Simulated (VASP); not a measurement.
Set up this calculation in VASP 6.6.1, as the native input.

```
Task                   : electric field gradients
Functional             : PBEsol
Potentials or basis    : VASP PAW PBE potentials, release 64 (Ag, Cl)
Cutoff                 : 520 eV
k mesh                 : 9 × 9 × 8
Occupations            : fermi-dirac, width 0.03 eV
Spin                   : no spin polarisation
Dipole correction      : no
Further INCAR settings : ALGO = Normal; EDIFF = 1e-08; NBANDS = 26
```

The structure of AgCl lies in POSCAR:

```
AgCl
1.0
    1.8771253955     -5.5750558207      0.0000000000
    1.8771253955      5.5750558207      0.0000000000
    0.0000000000      0.0000000000      3.9370741147
Ag Cl
2 2
Direct
    0.3965554000      0.6034446000      0.7500000000
    0.6034446000      0.3965554000      0.2500000000
    0.8654487300      0.1345512700      0.2500000000
    0.1345512700      0.8654487300      0.7500000000
```

One way to write it, as run:

INCAR

```
ALGO = Normal
EDIFF = 1E-8
ENCUT = 520
GGA = PS
ISIF = 2
ISMEAR = -1
LASPH = True
LCHARG = False
LEFG = True
LREAL = False
LWAVE = False
NBANDS = 26
NELM = 80
PREC = Accurate
SIGMA = 0.03
```

KPOINTS

```
k-points
0
Gamma
  9 9 8
```

Potentials or basis: VASP PAW PBE potentials, release 64 (Ag, Cl).

The run is started by

```sh
$ cat potpaw_PBE.64/Ag/POTCAR potpaw_PBE.64/Cl/POTCAR > POTCAR
$ mpirun -np 1 vasp_std > vasp.out
```

It gave:

| Property | Result |
| --- | --- |
| Pressure | -3.4 GPa |
| Largest force | 0.036 eV/Å |
| Band gap on the k mesh | 0.34 eV (least direct gap 1.79 eV) |
| Largest electric field gradient by atom | Ag +50.3; Cl -54.9 V/Å² |

Caveat: the cell stands under tension; semilocal functionals underestimate gaps, and a narrow one can read as zero; without QUAD_EFG the Cq values of the log hold for a quadrupole moment of 1 mb, not for the nuclei; the PAW data sets were made with another functional, which shifts forces and pressure a little.

Wall time 3.5 min on 1 thread of Intel(R) Xeon(R) Platinum 8488C (Sapphire Rapids), on a shared host, peak memory 0.39 GiB.
